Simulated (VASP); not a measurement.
# NaReS2 (R-3m) in VASP: notebook

Runs on NaReS2. Level: LDA. Tasks: single point, relaxation of cell and atoms.

Program: VASP 6.6.1. These are calculated values, not measurements. Logs are shortened: lines on timing, memory, paths and dates and some standing lists are left out, and cuts for length are marked.

## (1) The cell of the first run

The structure is trigonal, space group R-3m (No. 166). Conventional cell: a = 3.262 Å, b = 3.262 Å, c = 21.314 Å, α = 90.00°, β = 90.00°, γ = 120.00°. Re (site symmetry -3m) has 6 S at 2.41 Å and 6 Re at 3.26 Å within 3.3 Å. Within 3.7 Å of Na (site symmetry -3m) lie 6 S at 2.79 Å and 6 Na at 3.26 Å. S (site symmetry 3m) has 3 Re at 2.41 Å and 3 Na at 2.79 Å and 6 S at 3.26 Å within 3.3 Å.

## (2) Single point, LDA

The input, INCAR:

```
PREC = Accurate ; ENCUT = 520
EDIFF = 1E-6 ; ISMEAR = -1
SIGMA = 0.1 ; LREAL = F
LASPH = T ; NELM = 100
ALGO = Normal ; ISIF = 2
LWAVE = F ; LCHARG = T
GGA = CA ; LELF = T
LVHAR = T ; NBANDS = 21
```

The input, KPOINTS:

```
regular mesh
0
Gamma
  7 7 7
```

The input, POSCAR:

```
NaReS2
1.0
    1.6312196173      2.8253552554      0.0000007525
   -1.6312196173      2.8253552554      0.0000007525
   -1.6312196173      0.9417831928      7.1048155725
Re Na S
1 1 2
Direct
    0.0000000000      0.0000000000      0.0000000000
    0.5000000000      0.0000000000      0.5000000000
    0.2629781547      0.4740436906      0.7889344641
    0.7370218453      0.5259563094      0.2110655359
```

Potentials or basis: VASP PAW LDA potentials, release 64 (Re, Na_pv, S).

The run is started by

```bash
$ cat potpaw_LDA.64/Re/POTCAR potpaw_LDA.64/Na_pv/POTCAR potpaw_LDA.64/S/POTCAR > POTCAR
$ mpirun -np 1 vasp_std > vasp.out
```

OUTCAR:

```text
PREC = Accurate
   ENCUT = 520
   EDIFF = 1E-6
   ISMEAR = -1
   LREAL = F
   LASPH = T
   NELM = 100
   ISIF = 2
   GGA = CA

 ion  position               nearest neighbor table
   1  0.000  0.000  0.000-   3 2.41   4 2.41   4 2.41   4 2.41   3 2.41   3 2.41
   2  0.500  0.000  0.500-   4 2.79   3 2.79   3 2.79   4 2.79   3 2.79   4 2.79
   3  0.263  0.474  0.789-   1 2.41   1 2.41   1 2.41   2 2.79   2 2.79   2 2.79
   4  0.737  0.526  0.211-   1 2.41   1 2.41   1 2.41   2 2.79   2 2.79   2 2.79

  LATTYP: Found a trigonal (rhomboedric) cell.
 ALAT       =     7.3502542365
 COS(alpha) =     0.9014968441

  Lattice vectors:

 A1 = (  -1.6312196173,   0.9417831928,   7.1048155725)
 A2 = (   0.0000000000,  -1.8835720626,   7.1048148200)
 A3 = (   1.6312196173,   0.9417831928,   7.1048155725)

Analysis of symmetry for initial positions (statically):
=====================================================================
 Subroutine PRICEL returns:
 Original cell was already a primitive cell.

 Routine SETGRP: Setting up the symmetry group for a
 trigonal (rhombohedral) supercell.

 Subroutine GETGRP returns: Found 12 space group operations
 (whereof 12 operations were pure point group operations)
 out of a pool of 12 trial point group operations.

The static configuration has the point symmetry D_3d.

Analysis of symmetry for dynamics (positions and initial velocities):
=====================================================================
 Subroutine PRICEL returns:
 Original cell was already a primitive cell.

 Routine SETGRP: Setting up the symmetry group for a
 trigonal (rhombohedral) supercell.

 Subroutine GETGRP returns: Found 12 space group operations
 (whereof 12 operations were pure point group operations)
 out of a pool of 12 trial point group operations.

The dynamic configuration has the point symmetry D_3d.

 Subroutine INISYM returns: Found 12 space group operations
 (whereof 12 operations are pure point group operations),
 and found     1 'primitive' translations

----------------------------------------------------------------------------------------

                                     Primitive cell

  volume of cell :      65.4890

  direct lattice vectors                    reciprocal lattice vectors
[... 86 lines left out ...]
   LNONCOLLINEAR =      F non collinear calculations
   LSORBIT =      F    spin-orbit coupling
   LASPH  =      T    aspherical Exc in radial PAW
   ENCUT  =  520.0 eV  38.22 Ry    6.18 a.u.   6.07  6.07 13.67*2*pi/ulx,y,z
   NELM   =    100;   NELMIN=  2; NELMDL= -5     # of ELM steps
   EDIFF  = 0.1E-05   stopping-criterion for ELM
   LREAL  =      F    real-space projection
   EDIFFG = 0.1E-04   stopping-criterion for IOM
   NSW    =      0    number of steps for IOM
   IBRION =     -1    ionic relax: 0-MD 1-quasi-New 2-CG
   NFREE  =      0    steps in history (QN), initial steepest desc. (CG)
   ISIF   =      2    stress and relaxation
   ISYM   =      2    0-nonsym 1-usesym 2-fastsym
   POTIM  = 0.5000    time-step for ionic-motion
   TEBEG  =    0.0;   TEEND  =   0.0 temperature during run
   PSTRESS=    0.0 pullay stress
   NELECT =      26.0000    total number of electrons
   NUPDOWN=      -1.0000    fix difference up-down
   EMIN   =  10.00;   EMAX   =-10.00  energy-range for DOS
   EFERMI =   0.00;   METHOD = LEGACY
   ISMEAR =    -1;   SIGMA  =   0.10  broadening in eV -4-tet -1-fermi 0-gaus
   EFERMI_NEDOS =   21; number of points for ismear=-14 and -15
   IALGO  =     38    algorithm
   IMIX   =      4    mixing-type and parameters
     AMIX     =   0.40;   BMIX     =  1.00
     AMIX_MAG =   1.60;   BMIX_MAG =  1.00
  volume/ion in A,a.u.               =      16.37       110.49
  Fermi-wavevector in a.u.,A,eV,Ry     =   1.203215  2.273746 19.697508  1.447726
  Thomas-Fermi vector in A             =   2.338975
   LORBIT       =      0    0 simple, 1 ext, 2 COOP (PROOUT), +10 PAW based schemes
   GGA     = CA    functional components
   LHFCALC =     F    Hartree Fock is set to
   AEXX    =    0.0000 exact exchange contribution
   IVDW    =     0    specifies the selected vdW correction
   LEPSILON=     F    determine dielectric tensor
   LRPA    =     F    only Hartree local field effects (RPA)
 non-spin polarized calculation
  energy-cutoff  :      520.00
  volume of cell :       65.49
 maximum number of plane-waves:      1786
   NGX = 13   NGY = 13   NGZ = 27

 number of electron      25.9999999 magnetization

 Free energy of the ion-electron system (eV)
  ---------------------------------------------------
  ext. energy  EPLUGINS =         0.00000000
  ---------------------------------------------------
  free energy    TOTEN  =       -26.47674989 eV

  energy without entropy =      -26.40856828  energy(sigma->0) =      -26.44265909

 E-fermi :   6.7019     XC(G=0): -11.0304

 val. band max:        6.5961453193   @ k =  -0.0000  -0.2857   0.2857
 cond. band min:       6.7383599147   @ k =   0.2857   0.0000   0.1429
 fundamental gap:      0.1422145955
 Fermi energy:         6.7019418389

 k-point     1 :       0.0000    0.0000    0.0000
  band No.  band energies     occupation
      1     -18.0651      2.00000
      2     -18.0234      2.00000
      3     -18.0234      2.00000
      4      -9.1562      2.00000
      5      -7.6008      2.00000
      6      -1.3743      2.00000
[... 565 lines left out ...]
     20      13.6034      0.00000
     21      14.8243      0.00000

 [... further k-points ...]

------------------------ aborting loop because EDIFF is reached ----------------------------------------

  FORCE on cell =-STRESS in cart. coord.  units (eV):
  Direction    XX          YY          ZZ          XY          YZ          ZX
  --------------------------------------------------------------------------------------
  -------------------------------------------------------------------------------------
  Total        0.3123110      0.3123110      0.3269406      0.0000000     -0.0000000      0.0000000
  in kB        7.6406375      7.6406375      7.9985479      0.0000000     -0.0000001      0.0000000
  external PRESSURE =       7.7599410 kB  Pullay stress =       0.0000000 kB

 VOLUME and BASIS-vectors are now :
 -----------------------------------------------------------------------------
  energy-cutoff  :      520.00
  volume of cell :       65.49
      direct lattice vectors                 reciprocal lattice vectors
     1.631219617  2.825355255  0.000000752     0.306519119  0.176968883  0.046916584
    -1.631219617  2.825355255  0.000000752    -0.306519119  0.176968921 -0.093833028
    -1.631219617  0.941783193  7.104815572     0.000000000 -0.000000037  0.140749612

 POSITION                                       TOTAL-FORCE (eV/Angst)
 -----------------------------------------------------------------------------------
      0.00000      0.00000      0.00000         0.000000      0.000000     -0.000000
      0.00000      1.88357      3.55241         0.000000      0.000000     -0.000000
     -1.63122      2.82535      5.60523         0.000000      0.000000     -0.111298
      0.00000      3.76714      1.49958        -0.000000     -0.000000      0.111298
 -----------------------------------------------------------------------------------
    total drift:                               -0.000000      0.000000      0.000000

  FREE ENERGIE OF THE ION-ELECTRON SYSTEM (eV)
  ---------------------------------------------------
  free  energy   TOTEN  =       -26.4767498906 eV

  energy  without entropy=      -26.4085682848  energy(sigma->0) =      -26.44265909
```

stdout:

```text
POSCAR found type information on POSCAR ReNaS
 POSCAR found :  3 types and       4 ions
 scaLAPACK will be used
 LDA part: xc-table for (Slater(with rela. corr.)+CA(PZ))
 , standard interpolation
 POSCAR, INCAR and KPOINTS ok, starting setup
 FFT: planning ... GRIDC
 FFT: planning ... GRID_SOFT
 FFT: planning ... GRID
 WAVECAR not read
 entering main loop
```

Run time: 49 s. Hardware: 1 thread of Intel Xeon Platinum 8488C (Sapphire Rapids), shared host; peak memory 0.18 GiB.

What came out:

```yaml
Free_energy: -26.4767 eV
Pressure: 0.8 GPa
Largest_force: 0.111 eV/Å
Band_gap_on_the_k_mesh: zero (bands 13 and 14 overlap by 1.47 eV)
```

Forces on the atoms (eV/Å):
```
Re   0.000  0.000  0.000
Na   0.000  0.000  0.000
S    0.000  0.000 -0.111
S    0.000  0.000  0.111
```

Levels at points of the mesh, in eV from the Fermi level:
```
           k point  band 11  band 12  band 13  band 14  band 15  band 16
(0.00, 0.00, 0.00)    -1.78    -1.78    -1.22    -1.22     2.29     2.48
```

Caveat: spin-orbit coupling is left out, which moves the levels of the heavy elements.

## (3) Relaxation of cell and atoms, LDA

This run uses another cell than the first one, of 18.05 Å³/atom.

The input, INCAR:

```
SYSTEM = NaReS2
PREC = Accurate ; ENCUT = 600
EDIFF = 1E-6 ; ISMEAR = -1
SIGMA = 0.1 ; LREAL = .False.
LASPH = .True. ; NELM = 100
ALGO = Normal ; ISIF = 3
LWAVE = .False. ; LCHARG = .False.
IBRION = 2 ; NSW = 80
EDIFFG = -0.03
```

The input, KPOINTS:

```
Automatic mesh
0
Gamma
  7 7 7
  0 0 0
```

The input, POSCAR:

```
NaReS2
1.0
    1.7403550000      3.0143810000      0.0000000000
   -1.7403550000      3.0143810000      0.0000000000
   -1.7403550000      1.0047900000      6.8831570000
Re Na S
1 1 2
Direct
    0.0000000000      0.0000000000      0.0000000000
    0.5000000000      0.0000000000      0.5000000000
    0.2740000000      0.4520000000      0.8220000000
    0.7260000000      0.5480000000      0.1780000000
```

Potentials or basis: VASP PAW LDA potentials, release 64 (Re, Na_pv, S).

The run is started by

```bash
$ cat potpaw_LDA.64/Re/POTCAR potpaw_LDA.64/Na_pv/POTCAR potpaw_LDA.64/S/POTCAR > POTCAR
$ mpirun -np 1 vasp_std > vasp.out
```

Run time: 13 min. Hardware: 1 thread of Intel Xeon Platinum 8488C (Sapphire Rapids), shared host; peak memory 0.24 GiB.

Results (log left out):

* Free energy: -26.4799 eV
* Relaxed volume: 16.46 Å³/atom
* Relaxed cell: a = 3.278 Å, b = 3.278 Å, c = 7.326 Å, α = 77.07°, β = 90.00°, γ = 60.00°
* Space group after relaxing (to 0.1 Å): R-3m (No. 166)
* Energy gained by relaxing: 84.1 meV/atom
* Ionic steps: 31
* Pressure after relaxing: 0.1 GPa
* Largest force after relaxing: 0.030 eV/Å
* Band gap on the k mesh: zero (bands 13 and 14 overlap by 1.49 eV)

Forces in eV/Å, atoms in the order of the input:
```
Re   0.000  0.000  0.000
Na   0.000  0.000  0.000
S    0.000  0.000 -0.030
S    0.000  0.000  0.030
```

Stress tensor (GPa, compression positive):
```
0.00 0.00 0.00
0.00 0.00 0.00
0.00 0.00 0.24
```

The path:
```csv
step,energy change (eV),largest force (eV/Å),pressure (GPa),volume (Å³)
1,0.0000,1.5190,4.20,72.22
2,-0.0266,0.2466,-7.94,77.27
3,-0.0975,0.5111,-2.91,74.85
4,-0.1766,0.4174,-2.27,72.77
5,-0.2702,0.0735,0.95,67.03
6,-0.2713,0.1228,0.54,67.61
7,-0.2713,0.1101,0.64,67.47
8,-0.2693,0.1647,-1.29,67.99
9,-0.2723,0.0086,-0.07,67.66
10,-0.2731,0.0102,-0.09,67.62
11,-0.2762,0.0104,-0.16,67.49
12,-0.2852,0.0086,-0.35,67.22
13,-0.3081,0.1517,-0.97,66.60
14,-0.2931,0.7934,-2.57,65.08
15,-0.3159,0.3101,-1.46,66.23
16,-0.3177,0.4063,-1.73,65.99
17,-0.3178,0.4089,-1.72,65.98
18,-0.3180,0.4148,-1.73,65.95
19,-0.3184,0.4284,-1.73,65.88
20,-0.3187,0.4570,-1.74,65.75
21,-0.3193,0.4469,-1.66,65.72
22,-0.3210,0.4182,-1.43,65.63
23,-0.3239,0.3593,-0.98,65.45
24,-0.3276,0.2379,-0.04,65.10
25,-0.3259,0.0146,1.97,64.38
26,-0.3284,0.1473,0.72,64.83
27,-0.3290,0.1392,0.67,64.88
28,-0.3308,0.1174,0.57,65.00
29,-0.3335,0.0726,0.44,65.25
30,-0.3362,0.0118,0.14,65.74
31,-0.3362,0.0298,0.08,65.84
```

Final structure:
```
CELL_PARAMETERS angstrom
1.63884 2.83855 0.00000
-1.63884 2.83855 0.00000
-1.63884 0.94618 7.07715
ATOMIC_POSITIONS crystal
Re 0.00000 0.00000 0.00000
Na 0.50000 0.00000 0.50000
S 0.26290 0.47420 0.78870
S 0.73710 0.52580 0.21130
```

Levels at points of the mesh, in eV from the Fermi level:
```csv
k point,band 10,band 11,band 12,band 13,band 14,band 15,band 16,band 17
"(0.00, 0.00, 0.00)",-2.23,-1.76,-1.76,-1.25,-1.25,2.32,2.47,2.47
```

Caveat: spin-orbit coupling is left out, which moves the levels of the heavy elements.

The gap in the log of VASP goes by the Fermi energy; the results here count the filled bands.